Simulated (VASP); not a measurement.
Here is a VASP 6.6.1 calculation.

Contents of INCAR:

```
ALGO     = Normal         # electronic algorithm
EDIFF    = 1E-7           # SCF threshold, eV
ENCUT    = 520            # plane-wave cutoff, eV
ISIF     = 2              # what is computed and relaxed
ISMEAR   = 0              # smearing method
LASPH    = T              # aspherical terms in the spheres
LCHARG   = F              # write CHGCAR
LREAL    = F              # projectors in reciprocal space
LWAVE    = F              # write WAVECAR
NBANDS   = 27             # bands
NELM     = 100            # most SCF steps
PREC     = Accurate       # precision mode
SIGMA    = 0.15           # smearing width, eV
```

The input KPOINTS:

```
k-points
0
Gamma
  15 15 15
```

POSCAR

```
ZrBr
1.0
    1.7515513874      1.0112586650      9.3570000000
   -1.7515513874      1.0112586650      9.3570000000
    0.0000000000     -2.0225173300      9.3570000000
Zr Br
2 2
Direct
    0.2092000000      0.2092000000      0.2092000000
    0.7908000000      0.7908000000      0.7908000000
    0.3917000000      0.3917000000      0.3917000000
    0.6083000000      0.6083000000      0.6083000000
```

Potentials or basis: VASP PAW LDA potentials, release 64 (Zr_sv, Br).

Command:

```bash
$ cat potpaw_LDA.64/Zr_sv/POTCAR potpaw_LDA.64/Br/POTCAR > POTCAR
$ mpirun -np 1 vasp_std > vasp.out
```

Q: What does it give for the pressure?

A: -3.1 GPa.

Q: Estimate the largest force.

A: 0.396 eV/Å.

Q: What does it give for the band gap on the k mesh?

A: Zero (band 19 reaches 6.88 eV, above the bottom of band 20 at 6.61 eV).

Stress tensor (GPa, compression positive):
```
-3.17  0.00  0.00
 0.00 -3.17  0.00
 0.00  0.00 -3.01
```
